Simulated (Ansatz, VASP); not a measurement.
# One calculation of TaN, two programs

```xyz
4
Lattice="3.0480 0.0000 0.0000 -1.5240 2.6396 0.0000 0.0000 0.0000 5.0164" Properties=species:S:1:pos:R:3 pbc="T T T"
Ta    0.0000    0.0000    0.0000
Ta    0.0000    0.0000    2.5082
N     0.0000    1.7598    1.2541
N     1.5240    0.8799    3.7623
```

Change from the starting cell: zz strain of +2 %.

Alike in both runs: task single point; functional PBE; k mesh 9 × 9 × 5; occupations fermi-dirac, width 0.01 eV; no spin polarisation.

```csv
,VASP,Ansatz
version,VASP 6.6.1,Ansatz 0.2.0
potentials or method,"VASP PAW PBE potentials, release 64 (Ta_pv, N), cutoff 600 eV","all-electron LAPW, scalar-relativistic"
```

```csv
,VASP,Ansatz,Ansatz less VASP
pressure (GPa),48.1,46.6,-1.47
"traceless stress, the component that is largest in VASP (GPa)",54.17,53.67,-0.499
```

Both programs put the cell under a high pressure, so it lies far from rest at this level. Ansatz ran all-electron here, and VASP with PAW potentials.

Spin-orbit coupling is off throughout.
